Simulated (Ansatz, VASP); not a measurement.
**Cu in VASP and in Ansatz**

```
Cu
1.0
    -1.50290    1.50290    1.36001
     1.50290   -1.50290    1.36001
     1.50290    1.50290   -1.36001
Cu
1
Direct
  0.00000 0.00000 0.00000
```

Change from the starting cell: strain +0.040 along x and y, +0.000 along z, atoms carried along.

Alike in both runs: task single point; functional PBEsol; k mesh 30 × 30 × 30; occupations gaussian, width 0.15 eV; no spin polarisation.

```csv
,VASP,Ansatz
version,VASP 6.6.1,Ansatz 0.2.0
potentials or method,"VASP PAW PBE potentials, release 64 (Cu), cutoff 520 eV","scalar-relativistic, plane waves, PAW"
valence electrons in the cell,11,19
```

```csv
,VASP,Ansatz,Ansatz less VASP
gap on the k mesh at the Fermi level (eV),none,none,-
pressure (GPa),-9.8,-10.5,-0.70
"traceless stress, the component that is largest in VASP (GPa)",0.22,0.19,-0.032
```

VASP's potentials were made for PBE, not for PBEsol. A gap of «none» marks a metal or a gap that the smearing closes. VASP's potentials hold 11 valence electrons a cell and Ansatz's 19, so a difference there can come from the potentials and not from the codes.
